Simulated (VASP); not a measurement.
# Al3Cu2 (P-3m1) in VASP: a series of runs, part 2 of 2

VASP 6.6.1.

**3. Single point, PBEsol (strain -0.080 along x and y, +0.040 along z)**

INCAR

```
SYSTEM = Al3Cu2
PREC     = Accurate       ! precision mode
ENCUT    = 520            ! plane-wave cutoff, eV
EDIFF    = 1E-6           ! SCF threshold, eV
ISMEAR   = 0              ! smearing method
SIGMA    = 0.15           ! smearing width, eV
LREAL    = .False.        ! projectors in reciprocal space
LASPH    = .True.         ! aspherical terms in the spheres
NELM     = 100            ! most SCF steps
ALGO     = Fast           ! electronic algorithm
ISIF     = 2              ! what is computed and relaxed
LWAVE    = .False.        ! write WAVECAR
LCHARG   = .False.        ! write CHGCAR
GGA      = PS             ! functional
NBANDS   = 24             ! bands
```

KPOINTS

```
Automatic mesh
0
Gamma
  12 12 10
  0 0 0
```

POSCAR

```
Al3Cu2
1.0
    3.7706987475      0.0000000000      0.0000000000
   -1.8853493737      3.2655209053      0.0000000000
    0.0000000000      0.0000000000      5.1813849016
Al Cu
3 2
Direct
    0.0000000000      0.0000000000      0.0000000000
    0.3333333333      0.6666666667      0.3515059889
    0.6666666667      0.3333333333      0.6484940111
    0.3333333333      0.6666666667      0.8422899951
    0.6666666667      0.3333333333      0.1577100049
```

Potentials or basis: VASP PAW PBE potentials, release 64 (Al, Cu).

Run with:

```console
$ cat potpaw_PBE.64/Al/POTCAR potpaw_PBE.64/Cu/POTCAR > POTCAR
$ mpirun -np 1 vasp_std > vasp.out
```

OUTCAR:

```text
SYSTEM = Al3Cu2
   PREC = Accurate
   ENCUT = 520
   EDIFF = 1E-6
   ISMEAR = 0
   LREAL = .False.
   LASPH = .True.
   NELM = 100
   ISIF = 2
   GGA = PS

 ion  position               nearest neighbor table
   1  0.000  0.000  0.000-   4 2.33   5 2.33   4 2.33   5 2.33   5 2.33   4 2.33   2 2.84   3 2.84
                             2 2.84   3 2.84   2 2.84   3 2.84
   2  0.333  0.667  0.352-   5 2.40   5 2.40   5 2.40   4 2.54   4 2.64   3 2.67   3 2.67   3 2.67
                             1 2.84   1 2.84   1 2.84
   3  0.667  0.333  0.648-   4 2.40   4 2.40   4 2.40   5 2.54   5 2.64   2 2.67   2 2.67   2 2.67
                             1 2.84   1 2.84   1 2.84
   4  0.333  0.667  0.842-   1 2.33   1 2.33   1 2.33   3 2.40   3 2.40   3 2.40   2 2.54   2 2.64
                             5 2.72   5 2.72   5 2.72
   5  0.667  0.333  0.158-   1 2.33   1 2.33   1 2.33   2 2.40   2 2.40   2 2.40   3 2.54   3 2.64
                             4 2.72   4 2.72   4 2.72

  LATTYP: Found a hexagonal cell.
 ALAT       =     3.7706987475
 C/A-ratio  =     1.3741179682

  Lattice vectors:

 A1 = (   3.7706987475,   0.0000000000,   0.0000000000)
 A2 = (  -1.8853493737,   3.2655209053,   0.0000000000)
 A3 = (   0.0000000000,   0.0000000000,   5.1813849016)

Analysis of symmetry for initial positions (statically):
=====================================================================
 Subroutine PRICEL returns:
 Original cell was already a primitive cell.

 Routine SETGRP: Setting up the symmetry group for a
 hexagonal supercell.

 Subroutine GETGRP returns: Found 12 space group operations
 (whereof 12 operations were pure point group operations)
 out of a pool of 24 trial point group operations.

The static configuration has the point symmetry D_3d.

Analysis of symmetry for dynamics (positions and initial velocities):
=====================================================================
[... 136 lines left out ...]
     AMIX_MAG =   1.60;   BMIX_MAG =  1.00
  volume/ion in A,a.u.               =      12.76        86.11
  Fermi-wavevector in a.u.,A,eV,Ry     =   1.287030  2.432134 22.537320  1.656446
  Thomas-Fermi vector in A             =   2.419069
   LORBIT       =      0    0 simple, 1 ext, 2 COOP (PROOUT), +10 PAW based schemes
   GGA     = PS    functional components
   LHFCALC =     F    Hartree Fock is set to
   AEXX    =    0.0000 exact exchange contribution
   IVDW    =     0    specifies the selected vdW correction
   LEPSILON=     F    determine dielectric tensor
   LRPA    =     F    only Hartree local field effects (RPA)
 non-spin polarized calculation
 RMM-DIIS sequential band-by-band and
 Gauss-broadening in eV      SIGMA  =   0.15
  energy-cutoff  :      520.00
  volume of cell :       63.80
 maximum number of plane-waves:      1761
   NGX = 13   NGY = 13   NGZ = 19

 number of electron      30.9999988 magnetization

 Free energy of the ion-electron system (eV)
  ---------------------------------------------------
  ext. energy  EPLUGINS =         0.00000000
  ---------------------------------------------------
  free energy    TOTEN  =       -20.76952490 eV

  energy without entropy =      -20.75460073  energy(sigma->0) =      -20.76206282

 E-fermi :   9.7284     XC(G=0): -11.6408

 val. band max:        9.7236673800   @ k =   0.4167   0.0833   0.1000
 cond. band min:       9.7487651052   @ k =   0.0000   0.2500   0.2000
 fundamental gap:      0.0250977252
 Fermi energy:         9.7283623414

 k-point     1 :       0.0000    0.0000    0.0000
  band No.  band energies     occupation
      1      -2.4043      2.00000
      2       2.2811      2.00000
      3       2.8469      2.00000
      4       3.7794      2.00000
      5       3.7794      2.00000
      6       4.1867      2.00000
[... 637 lines left out ...]
     23      15.9007      0.00000
     24      16.3304      0.00000

 [... further k-points ...]

------------------------ aborting loop because EDIFF is reached ----------------------------------------

  FORCE on cell =-STRESS in cart. coord.  units (eV):
  Direction    XX          YY          ZZ          XY          YZ          ZX
  --------------------------------------------------------------------------------------
  -------------------------------------------------------------------------------------
  Total       12.2043143     12.2043143      1.9373194      0.0000000     -0.0000000      0.0000000
  in kB      306.4811761    306.4811761     48.6509876      0.0000000     -0.0000000      0.0000000
  external PRESSURE =     220.5377799 kB  Pullay stress =       0.0000000 kB

 VOLUME and BASIS-vectors are now :
 -----------------------------------------------------------------------------
  energy-cutoff  :      520.00
  volume of cell :       63.80
      direct lattice vectors                 reciprocal lattice vectors
     3.770698748  0.000000000  0.000000000     0.265202836  0.153114929  0.000000000
    -1.885349374  3.265520905  0.000000000     0.000000000  0.306229857  0.000000000
     0.000000000  0.000000000  5.181384902     0.000000000  0.000000000  0.192998594

 POSITION                                       TOTAL-FORCE (eV/Angst)
 -----------------------------------------------------------------------------------
      0.00000      0.00000      0.00000        -0.000000      0.000000      0.000000
     -0.00000      2.17701      1.82129        -0.000000     -0.000000      0.206122
      1.88535      1.08851      3.36010         0.000000      0.000000     -0.206122
     -0.00000      2.17701      4.36423         0.000000     -0.000000     -0.389467
      1.88535      1.08851      0.81716        -0.000000      0.000000      0.389467
 -----------------------------------------------------------------------------------
    total drift:                                0.000000     -0.000000     -0.000000

  FREE ENERGIE OF THE ION-ELECTRON SYSTEM (eV)
  ---------------------------------------------------
  free  energy   TOTEN  =       -20.7695249011 eV

  energy  without entropy=      -20.7546007328  energy(sigma->0) =      -20.76206282
```

OSZICAR:

```text
N       E                     dE             d eps       ncg     rms          rms(c)
DAV:   1     0.180909886899E+03    0.18091E+03   -0.12412E+04  7832   0.155E+03
DAV:   2    -0.142304390019E+02   -0.19514E+03   -0.18177E+03  7808   0.298E+02
[... 13 lines left out ...]
RMM:  16    -0.207695711486E+02   -0.20799E-04   -0.23262E-05  9732   0.573E-02    0.105E-01
RMM:  17    -0.207696785644E+02   -0.10742E-03   -0.12125E-04 11198   0.124E-01    0.169E-01
RMM:  18    -0.207697321805E+02   -0.53616E-04   -0.15787E-05  9183   0.431E-02    0.194E-01
RMM:  19    -0.207695995214E+02    0.13266E-03   -0.74081E-05 12089   0.112E-01    0.116E-01
RMM:  20    -0.207695275629E+02    0.71958E-04   -0.14116E-04 12925   0.127E-01    0.191E-02
RMM:  21    -0.207695248157E+02    0.27472E-05   -0.82209E-06  9776   0.355E-02    0.371E-03
RMM:  22    -0.207695249011E+02   -0.85392E-07   -0.30491E-06  6666   0.105E-02
   1 F= -.20769525E+02 E0= -.20762063E+02  d E =-.149242E-01
```

stdout:

```text
POSCAR found type information on POSCAR AlCu
 POSCAR found :  2 types and       5 ions
 scaLAPACK will be used
 -----------------------------------------------------------------------------
|                                                                             |
|                                                                             |
|     You enforced a specific xc type in the INCAR file but a different       |
|     I HOPE YOU KNOW WHAT YOU ARE DOING!                                     |
|                                                                             |
 -----------------------------------------------------------------------------

 LDA part: xc-table for (Slater+PW92), standard interpolation
 POSCAR, INCAR and KPOINTS ok, starting setup
 FFT: planning ... GRIDC
 FFT: planning ... GRID_SOFT
 FFT: planning ... GRID
 WAVECAR not read
 entering main loop
```

It took 2.7 min on 1 thread of Intel Xeon 6975P-C (Granite Rapids), shared host; peak memory 0.31 GiB.

Results:

```yaml
Free_energy: -20.7695 eV
Pressure: 22.1 GPa
Largest_force: 0.389 eV/Å
Band_gap_on_the_k_mesh: zero (an odd number of electrons rules out a gap without spin polarisation)
```

Forces in eV/Å, atoms in the order of the input:
```
Al   0.000  0.000  0.000
Al   0.000  0.000  0.206
Al   0.000  0.000 -0.206
Cu   0.000  0.000 -0.389
Cu   0.000  0.000  0.389
```

Stress tensor (GPa, compression positive):
```
30.65  0.00  0.00
 0.00 30.65  0.00
 0.00  0.00  4.87
```

Caveat: the cell differs from its parent crystal (strain -0.080 along x and y, +0.040 along z); the stress differs along the axes, from 5 to 31 GPa; the PAW data sets were made with another functional, which shifts forces and pressure a little.

The gap in the log of VASP goes by the Fermi energy; the results here count the filled bands.